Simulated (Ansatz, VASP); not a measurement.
## Two plane-wave programs on Zr

```
CELL_PARAMETERS angstrom
0.00000 2.37156 2.37156
2.37156 0.00000 2.37156
2.37156 2.37156 0.00000
ATOMIC_POSITIONS crystal
Zr 0.00000 0.00000 0.00000
```

Alike in both runs: task single point; functional RPBE; k mesh 13 × 13 × 13; occupations fermi-dirac, width 0.1 eV; no spin polarisation.

|  | VASP | Ansatz |
| --- | --- | --- |
| version | VASP 6.6.1 | Ansatz 0.2.0 |
| potentials or method | VASP PAW PBE potentials, release 64 (Zr_sv), cutoff 520 eV | plane waves (420 eV) with PAW, scalar-relativistic |
| valence electrons in the cell | 12 | 12 |

|  | VASP | Ansatz | Ansatz less VASP |
| --- | --- | --- | --- |
| pressure (GPa) | -7.9 | -7.9 | +0.01 |

VASP's potentials were made for PBE, not for RPBE.
